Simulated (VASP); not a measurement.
# AlN (P6_3mc) in VASP: a series of runs

Runs on AlN. Level: LDA. Tasks: single point.

Everything below comes from runs of VASP 6.6.1. Logs are shortened: lines on timing, memory, paths and dates and some standing lists are left out, and cuts for length are marked.

## (1) The cell of the first run

The structure is hexagonal, space group P6_3mc (No. 186). The conventional cell has a = 3.113 Å, b = 3.113 Å, c = 4.981 Å, α = 90.00°, β = 90.00°, γ = 120.00°. Within 2.5 Å of Al (site symmetry 3m) lie 4 N at 1.89 Å. Within 2.5 Å of N (site symmetry 3m) lie 4 Al at 1.89 Å.

## (2) Single point, LDA

Contents of INCAR:

```
SYSTEM = AlN
PREC     = Accurate       ! precision mode
ENCUT    = 520            ! plane-wave cutoff, eV
EDIFF    = 1E-6           ! SCF threshold, eV
ISMEAR   = 0              ! smearing method
SIGMA    = 0.01           ! smearing width, eV
LREAL    = .FALSE.        ! projectors in reciprocal space
LASPH    = .TRUE.         ! aspherical terms in the spheres
NELM     = 80             ! most SCF steps
ALGO     = Normal         ! electronic algorithm
ISIF     = 2              ! what is computed and relaxed
LWAVE    = .FALSE.        ! write WAVECAR
LCHARG   = .FALSE.        ! write CHGCAR
GGA      = CA             ! functional
NBANDS   = 16             ! bands
```

Contents of KPOINTS:

```
Automatic mesh
0
G
  12 12 4
  0 0 0
```

Contents of POSCAR:

```
AlN
1.0
    3.1130000000      0.0000000000      0.0000000000
   -1.5565000000      2.6959370800      0.0000000000
    0.0000000000      0.0000000000      4.9810000000
Al N
2 2
Direct
    0.3333333333      0.6666666667      0.0000000000
    0.6666666667      0.3333333333      0.5000000000
    0.3333333333      0.6666666667      0.3800000000
    0.6666666667      0.3333333333      0.8800000000
```

Potentials or basis: VASP PAW LDA potentials, release 64 (Al, N).

Run with:

```bash
$ cat potpaw_LDA.64/Al/POTCAR potpaw_LDA.64/N/POTCAR > POTCAR
$ mpirun -np 1 vasp_std > vasp.out
```

OUTCAR:

```text
SYSTEM = AlN
   PREC = Accurate
   ENCUT = 520
   EDIFF = 1E-6
   ISMEAR = 0
   LREAL = .FALSE.
   LASPH = .TRUE.
   NELM = 80
   ISIF = 2
   GGA = CA

 ion  position               nearest neighbor table
   1  0.333  0.667  0.000-   3 1.89   4 1.89   4 1.89   4 1.89   2 3.07   2 3.07   2 3.07   2 3.07
                             2 3.07   2 3.07
   2  0.667  0.333  0.500-   4 1.89   3 1.89   3 1.89   3 1.89   1 3.07   1 3.07   1 3.07   1 3.07
                             1 3.07   1 3.07
   3  0.333  0.667  0.380-   1 1.89   2 1.89   2 1.89   2 1.89
   4  0.667  0.333  0.880-   2 1.89   1 1.89   1 1.89   1 1.89

  LATTYP: Found a hexagonal cell.
 ALAT       =     3.1130000000
 C/A-ratio  =     1.6000642467

  Lattice vectors:

 A1 = (   3.1130000000,   0.0000000000,   0.0000000000)
 A2 = (  -1.5565000000,   2.6959370800,   0.0000000000)
 A3 = (   0.0000000000,   0.0000000000,   4.9810000000)

Analysis of symmetry for initial positions (statically):
=====================================================================
 Subroutine PRICEL returns:
 Original cell was already a primitive cell.

 Routine SETGRP: Setting up the symmetry group for a
 hexagonal supercell.

 Subroutine GETGRP returns: Found 12 space group operations
 (whereof  6 operations were pure point group operations)
 out of a pool of 24 trial point group operations.

The static configuration has the point symmetry C_3v.
 The point group associated with its full space group is C_6v.

Analysis of symmetry for dynamics (positions and initial velocities):
=====================================================================
 Subroutine PRICEL returns:
 Original cell was already a primitive cell.

 Routine SETGRP: Setting up the symmetry group for a
 hexagonal supercell.

 Subroutine GETGRP returns: Found 12 space group operations
 (whereof  6 operations were pure point group operations)
 out of a pool of 24 trial point group operations.

The dynamic configuration has the point symmetry C_3v.
 The point group associated with its full space group is C_6v.

 Subroutine INISYM returns: Found 12 space group operations
 (whereof  6 operations are pure point group operations),
 and found     1 'primitive' translations

----------------------------------------------------------------------------------------

                                     Primitive cell

  volume of cell :      41.8028

  direct lattice vectors                    reciprocal lattice vectors
     3.113000000  0.000000000  0.000000000     0.321233537  0.185464269  0.000000000
    -1.556500000  2.695937080  0.000000000     0.000000000  0.370928538  0.000000000
     0.000000000  0.000000000  4.981000000     0.000000000  0.000000000  0.200762899

  length of vectors
     3.113000000  3.112999998  4.981000000     0.370928538  0.370928538  0.200762899

  position of ions in fractional coordinates (direct lattice)
     0.333333333  0.666666667  0.000000000
     0.666666667  0.333333333  0.500000000
     0.333333333  0.666666667  0.380000000
     0.666666667  0.333333333  0.880000000

  ion indices of the primitive-cell ions
   primitive index   ion index
                 1           1
                 2           2
                 3           3
                 4           4

----------------------------------------------------------------------------------------

 KPOINTS: Automatic mesh

Automatic generation of k-mesh.
 Grid dimensions read from file:
 generate k-points for:   12   12    4

 Generating k-lattice:

  Cartesian coordinates                     Fractional coordinates (reciprocal lattice)
     0.026769461  0.015455356  0.000000000     0.083333333 -0.000000000  0.000000000
     0.000000000  0.030910712  0.000000000     0.000000000  0.083333333  0.000000000
     0.000000000  0.000000000  0.050190725     0.000000000  0.000000000  0.250000000

  Length of vectors
     0.030910711  0.030910712  0.050190725

  Shift w.r.t. Gamma in fractional coordinates (k-lattice)
     0.000000000  0.000000000  0.000000000

 Subroutine IBZKPT returns following result:
 ===========================================

 Found     57 irreducible k-points:

 Following reciprocal coordinates:
            Coordinates               Weight
  0.000000  0.000000  0.000000      1.000000
  0.083333  0.000000  0.000000      6.000000
  0.166667  0.000000  0.000000      6.000000
  0.250000  0.000000  0.000000      6.000000
  0.333333  0.000000  0.000000      6.000000
  0.416667  0.000000  0.000000      6.000000
[... 16 lines left out ...]
  0.250000  0.000000  0.250000     12.000000
  0.333333  0.000000  0.250000     12.000000
 [... further k-points ...]
   k-points           NKPTS =     57   k-points in BZ     NKDIM =     57   number of bands    NBANDS=     16
   number of dos      NEDOS =    301   number of ions     NIONS =      4
   total plane-waves  NPLWV =  23040
   dimension x,y,z NGX =    24 NGY =   24 NGZ =   40
   dimension x,y,z NGXF=    48 NGYF=   48 NGZF=   80
   ions per type =               2   2
   NGX,Y,Z   is equivalent  to a cutoff of  12.82, 12.82, 13.35 a.u.
   NGXF,Y,Z  is equivalent  to a cutoff of  25.63, 25.63, 26.70 a.u.
 SYSTEM =  AlN
   PREC   = accura    normal or accurate (medium, high low for compatibility)
   ISTART =      0    job   : 0-new  1-cont  2-samecut
   ICHARG =      2    charge: 1-file 2-atom 10-const
   ISPIN  =      1    spin polarized calculation?
   LNONCOLLINEAR =      F non collinear calculations
   LSORBIT =      F    spin-orbit coupling
   LASPH  =      T    aspherical Exc in radial PAW
   ENCUT  =  520.0 eV  38.22 Ry    6.18 a.u.   5.79  5.79  9.26*2*pi/ulx,y,z
   NELM   =     80;   NELMIN=  2; NELMDL= -5     # of ELM steps
   EDIFF  = 0.1E-05   stopping-criterion for ELM
   LREAL  =      F    real-space projection
   EDIFFG = 0.1E-04   stopping-criterion for IOM
   NSW    =      0    number of steps for IOM
   IBRION =     -1    ionic relax: 0-MD 1-quasi-New 2-CG
   NFREE  =      0    steps in history (QN), initial steepest desc. (CG)
   ISIF   =      2    stress and relaxation
   ISYM   =      2    0-nonsym 1-usesym 2-fastsym
   POTIM  = 0.5000    time-step for ionic-motion
   TEBEG  =    0.0;   TEEND  =   0.0 temperature during run
   PSTRESS=    0.0 pullay stress
   NELECT =      16.0000    total number of electrons
   NUPDOWN=      -1.0000    fix difference up-down
   EMIN   =  10.00;   EMAX   =-10.00  energy-range for DOS
   EFERMI =   0.00;   METHOD = LEGACY
   ISMEAR =     0;   SIGMA  =   0.01  broadening in eV -4-tet -1-fermi 0-gaus
   EFERMI_NEDOS =   21; number of points for ismear=-14 and -15
   IALGO  =     38    algorithm
   IMIX   =      4    mixing-type and parameters
     AMIX     =   0.40;   BMIX     =  1.00
     AMIX_MAG =   1.60;   BMIX_MAG =  1.00
  volume/ion in A,a.u.               =      10.45        70.52
  Fermi-wavevector in a.u.,A,eV,Ry     =   1.188629  2.246183 19.222843  1.412839
  Thomas-Fermi vector in A             =   2.324754
   LORBIT       =      0    0 simple, 1 ext, 2 COOP (PROOUT), +10 PAW based schemes
   GGA     = CA    functional components
   LHFCALC =     F    Hartree Fock is set to
   AEXX    =    0.0000 exact exchange contribution
   IVDW    =     0    specifies the selected vdW correction
   LEPSILON=     F    determine dielectric tensor
   LRPA    =     F    only Hartree local field effects (RPA)
 non-spin polarized calculation
 Gauss-broadening in eV      SIGMA  =   0.01
  energy-cutoff  :      520.00
  volume of cell :       41.80
 maximum number of plane-waves:      1152
 NGX is ok and might be reduce to    24
   NGX = 11   NGY = 11   NGZ = 19

 number of electron      16.0000000 magnetization

 Free energy of the ion-electron system (eV)
  ---------------------------------------------------
  ext. energy  EPLUGINS =         0.00000000
  ---------------------------------------------------
  free energy    TOTEN  =       -32.82978014 eV

  energy without entropy =      -32.82978014  energy(sigma->0) =      -32.82978014

 E-fermi :   5.9776     XC(G=0): -11.2418

 val. band max:        5.8575498280   @ k =   0.0000   0.0000   0.0000
 cond. band min:      10.1031232046   @ k =   0.0000   0.0000   0.0000
 fundamental gap:      4.2455733766
 Fermi energy:         5.9776153156

 k-point     1 :       0.0000    0.0000    0.0000
  band No.  band energies     occupation
      1      -9.1423      2.00000
      2      -6.9199      2.00000
      3      -0.1699      2.00000
      4       5.0220      2.00000
      5       5.0220      2.00000
      6       5.6788      2.00000
[... 8 lines left out ...]
     15      18.8045      0.00000
     16      18.8045      0.00000

 k-point     2 :       0.0833    0.0000    0.0000
  band No.  band energies     occupation
      1      -9.0520      2.00000
      2      -6.8681      2.00000
      3      -0.0642      2.00000
      4       4.6040      2.00000
      5       4.9029      2.00000
      6       5.2683      2.00000
[... 8 lines left out ...]
     15      18.8483      0.00000
     16      18.8716      0.00000

 k-point     3 :       0.1667    0.0000    0.0000
  band No.  band energies     occupation
      1      -8.7885      2.00000
      2      -6.7263      2.00000
      3       0.2473      2.00000
      4       3.5891      2.00000
      5       4.3940      2.00000
      6       4.6240      2.00000
[... 8 lines left out ...]
     15      18.0702      0.00000
     16      18.4856      0.00000

 k-point     4 :       0.2500    0.0000    0.0000
  band No.  band energies     occupation
      1      -8.3768      2.00000
      2      -6.5382      2.00000
      3       0.7463      2.00000
      4       2.4064      2.00000
      5       3.4257      2.00000
      6       4.3046      2.00000
[... 8 lines left out ...]
     15      17.7950      0.00000
     16      18.9621      0.00000
[... 324 lines left out ...]
 k-point    22 :       0.1667    0.0000    0.2500
  band No.  band energies     occupation
      1      -8.5575      2.00000
      2      -7.1346      2.00000
      3       0.9123      2.00000
      4       3.6199      2.00000
      5       4.0093      2.00000
      6       4.7515      2.00000
[... 8 lines left out ...]
     15      18.1503      0.00000
     16      18.5168      0.00000

 k-point    23 :       0.2500    0.0000    0.2500
  band No.  band energies     occupation
      1      -8.1620      2.00000
      2      -6.8835      2.00000
      3       1.0795      2.00000
      4       2.6211      2.00000
      5       3.2071      2.00000
      6       4.4526      2.00000
[... 8 lines left out ...]
     15      18.0817      0.00000
     16      19.0099      0.00000

 k-point    24 :       0.3333    0.0000    0.2500
  band No.  band energies     occupation
      1      -7.6815      2.00000
      2      -6.6356      2.00000
      3       0.8455      2.00000
      4       1.8180      2.00000
      5       2.8496      2.00000
      6       4.1898      2.00000
[... 8 lines left out ...]
     15      18.0727      0.00000
     16      19.8010      0.00000

 [... further k-points ...]

------------------------ aborting loop because EDIFF is reached ----------------------------------------

  FORCE on cell =-STRESS in cart. coord.  units (eV):
  Direction    XX          YY          ZZ          XY          YZ          ZX
  --------------------------------------------------------------------------------------
  -------------------------------------------------------------------------------------
  Total       -1.2229010     -1.2229010     -0.7773506      0.0000000      0.0000000      0.0000000
  in kB      -46.8701645    -46.8701645    -29.7935400      0.0000000      0.0000000      0.0000000
  external PRESSURE =     -41.1779564 kB  Pullay stress =       0.0000000 kB

 VOLUME and BASIS-vectors are now :
 -----------------------------------------------------------------------------
  energy-cutoff  :      520.00
  volume of cell :       41.80
      direct lattice vectors                 reciprocal lattice vectors
     3.113000000  0.000000000  0.000000000     0.321233537  0.185464269  0.000000000
    -1.556500000  2.695937080  0.000000000     0.000000000  0.370928538  0.000000000
     0.000000000  0.000000000  4.981000000     0.000000000  0.000000000  0.200762899

 POSITION                                       TOTAL-FORCE (eV/Angst)
 -----------------------------------------------------------------------------------
     -0.00000      1.79729      0.00000        -0.000000     -0.000000     -0.119261
      1.55650      0.89865      2.49050        -0.000000      0.000000     -0.119261
     -0.00000      1.79729      1.89278        -0.000000      0.000000      0.119261
      1.55650      0.89865      4.38328         0.000000     -0.000000      0.119261
 -----------------------------------------------------------------------------------
    total drift:                               -0.000000      0.000000      0.000421

  FREE ENERGIE OF THE ION-ELECTRON SYSTEM (eV)
  ---------------------------------------------------
  free  energy   TOTEN  =       -32.8297801373 eV

  energy  without entropy=      -32.8297801373  energy(sigma->0) =      -32.82978014
```

It took 45 s on 1 thread of AMD EPYC 7R43 (Zen 3), shared host; peak memory 0.12 GiB.

Results:

- Free energy: -32.8298 eV
- Pressure: -4.1 GPa
- Largest force: 0.119 eV/Å
- Band gap on the k mesh: 4.25 eV, direct

Forces in eV/Å, atoms in the order of the input:
```
Al   0.000  0.000 -0.119
Al   0.000  0.000 -0.119
N    0.000  0.000  0.119
N    0.000  0.000  0.119
```

## (3) Single point, LDA

Contents of INCAR:

```
  PREC = Accurate
  ENCUT = 520
  EDIFF = 1E-6
  ISMEAR = 0
  SIGMA = 0.01
  LREAL = False
  LASPH = True
  NELM = 60
  ALGO = Normal
  ISIF = 2
  LWAVE = False
  LCHARG = False
  GGA = CA
  NBANDS = 16
```

Contents of KPOINTS:

```
regular mesh
0
Gamma
  12 12 4
```

POSCAR is that of step 2.

Potentials or basis: VASP PAW LDA potentials, release 64 (Al, N).

Run with:

```bash
$ cat potpaw_LDA.64/Al/POTCAR potpaw_LDA.64/N/POTCAR > POTCAR
$ mpirun -np 1 vasp_std > vasp.out
```

OUTCAR:

```text
PREC = Accurate
   ENCUT = 520
   EDIFF = 1E-6
   ISMEAR = 0
   LREAL = False
   LASPH = True
   NELM = 60
   ISIF = 2
   GGA = CA

 ion  position               nearest neighbor table
   1  0.333  0.667  0.000-   3 1.89   4 1.89   4 1.89   4 1.89   2 3.07   2 3.07   2 3.07   2 3.07
                             2 3.07   2 3.07
   2  0.667  0.333  0.500-   4 1.89   3 1.89   3 1.89   3 1.89   1 3.07   1 3.07   1 3.07   1 3.07
                             1 3.07   1 3.07
   3  0.333  0.667  0.380-   1 1.89   2 1.89   2 1.89   2 1.89
   4  0.667  0.333  0.880-   2 1.89   1 1.89   1 1.89   1 1.89

  LATTYP: Found a hexagonal cell.
 ALAT       =     3.1130000000
 C/A-ratio  =     1.6000642467

  Lattice vectors:

 A1 = (   3.1130000000,   0.0000000000,   0.0000000000)
 A2 = (  -1.5565000000,   2.6959370800,   0.0000000000)
 A3 = (   0.0000000000,   0.0000000000,   4.9810000000)

Analysis of symmetry for initial positions (statically):
=====================================================================
 Subroutine PRICEL returns:
 Original cell was already a primitive cell.

[... 179 lines left out ...]
 cond. band min:      10.1031232046   @ k =   0.0000   0.0000   0.0000
 fundamental gap:      4.2455733766
 Fermi energy:         5.9776153156

 k-point     1 :       0.0000    0.0000    0.0000
  band No.  band energies     occupation
      1      -9.1423      2.00000
      2      -6.9199      2.00000
      3      -0.1699      2.00000
      4       5.0220      2.00000
      5       5.0220      2.00000
      6       5.6788      2.00000
[... 433 lines left out ...]
      3       0.8455      2.00000
      4       1.8180      2.00000
      5       2.8496      2.00000
      6       4.1898      2.00000
[... 8 lines left out ...]
     15      18.0727      0.00000
     16      19.8010      0.00000

 [... further k-points ...]

------------------------ aborting loop because EDIFF is reached ----------------------------------------

  FORCE on cell =-STRESS in cart. coord.  units (eV):
  Direction    XX          YY          ZZ          XY          YZ          ZX
  --------------------------------------------------------------------------------------
  -------------------------------------------------------------------------------------
  Total       -1.2229010     -1.2229010     -0.7773506      0.0000000      0.0000000      0.0000000
  in kB      -46.8701645    -46.8701645    -29.7935400      0.0000000      0.0000000      0.0000000
  external PRESSURE =     -41.1779564 kB  Pullay stress =       0.0000000 kB

 VOLUME and BASIS-vectors are now :
 -----------------------------------------------------------------------------
  energy-cutoff  :      520.00
  volume of cell :       41.80
      direct lattice vectors                 reciprocal lattice vectors
     3.113000000  0.000000000  0.000000000     0.321233537  0.185464269  0.000000000
    -1.556500000  2.695937080  0.000000000     0.000000000  0.370928538  0.000000000
     0.000000000  0.000000000  4.981000000     0.000000000  0.000000000  0.200762899

 POSITION                                       TOTAL-FORCE (eV/Angst)
 -----------------------------------------------------------------------------------
     -0.00000      1.79729      0.00000        -0.000000     -0.000000     -0.119261
      1.55650      0.89865      2.49050        -0.000000      0.000000     -0.119261
     -0.00000      1.79729      1.89278        -0.000000      0.000000      0.119261
      1.55650      0.89865      4.38328         0.000000     -0.000000      0.119261
 -----------------------------------------------------------------------------------
    total drift:                               -0.000000      0.000000      0.000421

  FREE ENERGIE OF THE ION-ELECTRON SYSTEM (eV)
  ---------------------------------------------------
  free  energy   TOTEN  =       -32.8297801373 eV

  energy  without entropy=      -32.8297801373  energy(sigma->0) =      -32.82978014
```

Run time: 44 s. Hardware: 1 thread of AMD EPYC 7R43 (Zen 3), shared host; peak memory 0.12 GiB.

Results:

```yaml
Free_energy: -32.8298 eV
Pressure: -4.1 GPa
Largest_force: 0.119 eV/Å
Band_gap_on_the_k_mesh: 4.25 eV, direct
```

Forces in eV/Å, atoms in the order of the input:
```
Al   0.000  0.000 -0.119
Al   0.000  0.000 -0.119
N    0.000  0.000  0.119
N    0.000  0.000  0.119
```

Levels at points of the mesh, in eV from the valence-band top:
```tsv
k point	band 4	band 5	band 6	band 7	band 8	band 9	band 10	band 11	band 12	band 13
(0.00, 0.00, 0.00)	-0.84	-0.84	-0.18	-0.18	0.00	4.25	6.55	10.48	10.96	10.96
(0.50, 0.00, 0.00)	-4.16	-3.36	-2.08	-1.80	-0.66	5.67	5.69	8.10	10.16	10.73
(0.00, 0.00, 0.50)	-3.32	-0.52	-0.52	-0.52	-0.52	6.42	6.42	10.16	10.16	11.28
(0.50, 0.00, 0.50)	-5.63	-1.45	-1.45	-1.36	-1.36	5.21	5.21	9.11	9.11	11.68
```

A k mesh can miss the band edges. Expect the measured gap to be larger: semilocal functionals such as LDA lack the derivative discontinuity.
